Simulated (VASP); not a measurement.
Wanted: the native input for a VASP 6.6.1 run.

```yaml
Task: relaxation of cell and atoms
Functional: LDA
Potentials_or_basis: VASP PAW LDA potentials, release 64 (Sc_sv)
Cutoff: 600 eV
k_mesh: 17 × 17 × 17
Occupations: fermi-dirac, width 0.05 eV
Spin: no spin polarisation
Dipole_correction: no
Further_INCAR_settings: ALGO = Normal; EDIFF = 1e-06; IBRION = 2; EDIFFG = -0.005; NSW = 60; ISIF = 3
```

The structure of Sc lies in POSCAR:

```
Sc
1.0
   -1.7807359243      1.7807359243      1.7807359243
    1.7807359243     -1.7807359243      1.7807359243
    1.7807359243      1.7807359243     -1.7807359243
Sc
1
Direct
    0.0000000000      0.0000000000      0.0000000000
```

This isn't the form of Sc at room conditions, which is hcp.

One way to write it, as run:

INCAR

```
SYSTEM = Sc
PREC     = Accurate       ! precision mode
ENCUT    = 600            ! plane-wave cutoff, eV
EDIFF    = 1E-6           ! SCF threshold, eV
ISMEAR   = -1             ! smearing method
SIGMA    = 0.05           ! smearing width, eV
LREAL    = .False.        ! projectors in reciprocal space
LASPH    = .True.         ! aspherical terms in the spheres
NELM     = 60             ! most SCF steps
ALGO     = Normal         ! electronic algorithm
ISIF     = 3              ! what is computed and relaxed
LWAVE    = .False.        ! write WAVECAR
LCHARG   = .False.        ! write CHGCAR
IBRION   = 2              ! ionic algorithm
NSW      = 60             ! ionic steps
EDIFFG   = -0.005         ! ionic threshold
```

KPOINTS

```
Automatic mesh
0
Gamma
  17 17 17
  0 0 0
```

Potentials or basis: VASP PAW LDA potentials, release 64 (Sc_sv).

The run is started by

```console
$ cat potpaw_LDA.64/Sc_sv/POTCAR > POTCAR
$ mpirun -np 1 vasp_std > vasp.out
```

It gave:

| Property | Result |
| --- | --- |
| Relaxed volume | 22.74 Å³/atom |
| Relaxed cell | a = 3.091 Å, b = 3.091 Å, c = 3.091 Å, α = 109.47°, β = 109.47°, γ = 109.47° |
| Space group after relaxing (to 0.1 Å) | Im-3m (No. 229) |
| Energy gained by relaxing | 0.2 meV/atom |
| Ionic steps | 3 |
| Pressure after relaxing | 0.0 GPa |
| Band gap on the k mesh | zero (an odd number of electrons rules out a gap without spin polarisation) |

Wall time 56 s on 1 thread of AMD EPYC 7R13, with other jobs on the host, peak memory 0.14 GiB.
